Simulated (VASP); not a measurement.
Write the native input for VASP 6.6.1 that does the following.

| Quantity | Value |
| --- | --- |
| Task | single point |
| Functional | PBE |
| Potentials or basis | VASP PAW PBE potentials, release 64 (Hf_pv, Bi_d, O) |
| Cutoff | 520 eV |
| k mesh | 6 × 6 × 4 |
| Occupations | gaussian, width 0.1 eV |
| Spin | no spin polarisation |
| Dipole correction | no |
| Further INCAR settings | ALGO = Normal; EDIFF = 1e-06; NBANDS = 36 |

The structure of Hf2Bi2O lies in POSCAR:

```
Hf2Bi2O
1.0
    5.3169800954      0.0000000000      0.0000000000
   -2.6584900477      4.6046398341      0.0000000000
    0.0000000000      0.0000000000      6.7523182351
Hf Bi O
2 2 1
Direct
    0.0000000000      0.0000000000      0.7859180916
    0.0000000000      0.0000000000      0.2140819084
    0.3333333333      0.6666666667      0.0000000000
    0.6666666667      0.3333333333      0.0000000000
    0.0000000000      0.0000000000      0.5000000000
```

One way to write it, as run:

INCAR

```
  ALGO = Normal
  EDIFF = 1E-6
  ENCUT = 520
  GGA = PE
  ISIF = 2
  ISMEAR = 0
  LASPH = T
  LCHARG = T
  LELF = T
  LREAL = F
  LVHAR = T
  LWAVE = F
  NBANDS = 36
  NELM = 80
  PREC = Accurate
  SIGMA = 0.1
```

KPOINTS

```
k-points
0
Gamma
  6 6 4
```

Potentials or basis: VASP PAW PBE potentials, release 64 (Hf_pv, Bi_d, O).

Launch:

```sh
$ cat potpaw_PBE.64/Hf_pv/POTCAR potpaw_PBE.64/Bi_d/POTCAR potpaw_PBE.64/O/POTCAR > POTCAR
$ mpirun -np 1 vasp_std > vasp.out
```

It gave:

* Pressure: -0.4 GPa
* Largest force: 0.078 eV/Å
* Band gap on the k mesh: zero (band 28 reaches 4.04 eV, above the bottom of band 29 at 3.23 eV)

Caveat: spin-orbit coupling is left out, which moves the levels of the heavy elements.

Wall time 2.1 min on 1 thread of Intel(R) Xeon(R) Platinum 8259CL CPU @ 2.50GHz (Skylake/Cascade Lake) (shared host), peak memory 0.34 GiB.
